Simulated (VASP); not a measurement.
Wanted: the native input for a VASP 6.6.1 run.

- Task: single point
- Functional: PBE
- Potentials or basis: VASP PAW PBE potentials, release 64 (Cs_sv, Cl)
- Cutoff: 500 eV
- k mesh: 2 × 2 × 2
- Occupations: gaussian, width 0.01 eV
- Spin: no spin polarisation
- Dipole correction: no
- Further INCAR settings: ALGO = Normal; EDIFF = 1e-06; NBANDS = 15

The structure of CsCl lies in POSCAR:

```
CsCl
1.0
    4.1406758997      0.0000000000      0.0000000000
    0.0000000000      4.1406758997      0.0000000000
    0.0000000000      0.0000000000      4.1406758997
Cs Cl
1 1
Direct
    0.0000000000      0.0000000000      0.0000000000
    0.5000000000      0.5000000000      0.5000000000
```

These files were run (other wordings do the same):

INCAR

```
  ALGO = Normal
  EDIFF = 1E-6
  ENCUT = 500
  GGA = PE
  GGA_COMPAT = F
  ISIF = 2
  ISMEAR = 0
  LASPH = T
  LCHARG = T
  LELF = T
  LREAL = F
  LVHAR = T
  LWAVE = F
  NBANDS = 15
  NELM = 120
  PREC = Accurate
  SIGMA = 0.01
```

KPOINTS

```
k-points
0
Gamma
  2 2 2
```

Potentials or basis: VASP PAW PBE potentials, release 64 (Cs_sv, Cl).

The run is started by

```sh
$ cat potpaw_PBE.64/Cs_sv/POTCAR potpaw_PBE.64/Cl/POTCAR > POTCAR
$ mpirun -np 1 vasp_std > vasp.out
```

It gave:

* Pressure: 1.6 GPa
* Band gap on the k mesh: 5.17 eV

Caveat: the k points lie up to 0.76 Å⁻¹ apart; spin-orbit coupling is left out, which moves the levels of the heavy elements.

Run time: 5.1 s on 1 thread of Intel(R) Xeon(R) Platinum 8488C (Sapphire Rapids), with other jobs on the host, peak memory 0.16 GiB.
